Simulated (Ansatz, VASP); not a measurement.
## CaSe in VASP and in Ansatz

```
CELL_PARAMETERS angstrom
0.00000 2.96753 2.96753
2.96753 0.00000 2.96753
2.96753 2.96753 0.00000
ATOMIC_POSITIONS crystal
Ca 0.00000 0.00000 0.00000
Se 0.50000 0.50000 0.50000
```

Alike in both runs: task single point; functional HSE06; k mesh 4 × 4 × 4; non-collinear spin, spin-orbit coupling.

|  | VASP | Ansatz |
| --- | --- | --- |
| version | VASP 6.6.1 | Ansatz 0.2.0 |
| potentials or method | VASP PAW PBE potentials, release 64 (Ca_sv, Se) | plane waves, PAW |
| plane-wave cutoff (eV) | 520 | 420 |
| occupations | gaussian, width 0.01 eV | fixed |
| valence electrons in the cell | 16 | 26 |

```tsv
	VASP	Ansatz	Ansatz less VASP
net moment per atom (μB)	0.00	0.00	0.000
```

VASP's potentials hold 16 valence electrons a cell and Ansatz's 26, so a difference there can come from the potentials and not from the codes.

The k mesh is coarse, so the values compare programs but aren't converged.
